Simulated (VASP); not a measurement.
Here is a VASP 6.6.1 calculation.

The input INCAR:

```
SYSTEM = CdH2O2
  PREC = Accurate
  ENCUT = 700
  EDIFF = 1E-6
  ISMEAR = 0
  SIGMA = 0.05
  LREAL = .False.
  LASPH = .True.
  NELM = 120
  ALGO = Normal
  ISIF = 2
  LWAVE = .False.
  LCHARG = .False.
  GGA = PS
  NBANDS = 25
  GGA_COMPAT = .False.
```

Contents of KPOINTS:

```
Automatic mesh
0
Gamma
  9 9 6
  0 0 0
```

Contents of POSCAR:

```
CdH2O2
1.0
    3.4100601858      0.0000000000      0.0000000000
   -1.7050300929      2.9531987493      0.0000000000
    0.0000000000      0.0000000000      4.6429792900
Cd H O
1 2 2
Direct
    0.0000000000      0.0000000000      0.0000000000
    0.6666666667      0.3333333333      0.5509607200
    0.3333333333      0.6666666667      0.4490392800
    0.6666666667      0.3333333333      0.7593720000
    0.3333333333      0.6666666667      0.2406280000
```

Potentials or basis: VASP PAW PBE potentials, release 64 (Cd_sv_GW, H, O).

Command:

```console
$ cat potpaw_PBE.64/Cd_sv_GW/POTCAR potpaw_PBE.64/H/POTCAR potpaw_PBE.64/O/POTCAR > POTCAR
$ mpirun -np 1 vasp_std > vasp.out
```

Question: What does it give for the pressure?

Answer: 5.8 GPa.

Question: Predict the largest force.

Answer: 0.607 eV/Å.

Question: Predict the band gap on the k mesh.

Answer: 1.76 eV (least direct gap 2.06 eV).

Forces on the atoms (eV/Å):
```
Cd   0.000  0.000  0.000
H    0.000  0.000 -0.607
H    0.000  0.000  0.607
O    0.000  0.000  0.332
O    0.000  0.000 -0.332
```

Caveat: the cell differs from its parent crystal (strain -0.030 along x and y, +0.000 along z); the cell stands under pressure; the PAW data sets were made with another functional, which shifts forces and pressure a little. A k mesh can miss the band edges.
